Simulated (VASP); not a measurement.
Ag, 1 atom in the cell. The structure is cubic, space group Fm-3m (No. 225). The conventional cell has a = 4.085 Å, b = 4.085 Å, c = 4.085 Å, α = 90.00°, β = 90.00°, γ = 90.00°. Ag (site symmetry m-3m) has 12 Ag at 2.89 Å within 3.8 Å. 

- Program: VASP 6.6.1
- Task: relaxation of cell and atoms
- Functional: revPBE
- Dispersion: D3(BJ)
- Potentials or basis: VASP PAW PBE potentials, release 64 (Ag)
- Cutoff: 600 eV
- k mesh: 11 × 11 × 11
- Occupations: fermi-dirac, width 0.05 eV
- Spin: no spin polarisation
- Dipole correction: no
- Further INCAR settings: ALGO = Normal; EDIFF = 1e-06; IBRION = 2; EDIFFG = -0.02; NSW = 80; ISIF = 3

Potentials or basis: VASP PAW PBE potentials, release 64 (Ag).

Launch:

```bash
$ cat potpaw_PBE.64/Ag/POTCAR > POTCAR
$ mpirun -np 1 vasp_std > vasp.out
```

Hardware: 1 thread of Intel(R) Xeon(R) Platinum 8488C (Sapphire Rapids), on a shared host.

Estimate the wall time of this run.

Wall time 9.9 s on 1 thread of Intel(R) Xeon(R) Platinum 8488C (Sapphire Rapids), on a shared host, peak memory 0.16 GiB. Counts: scf iterations 25, k points 56, ion steps 3.
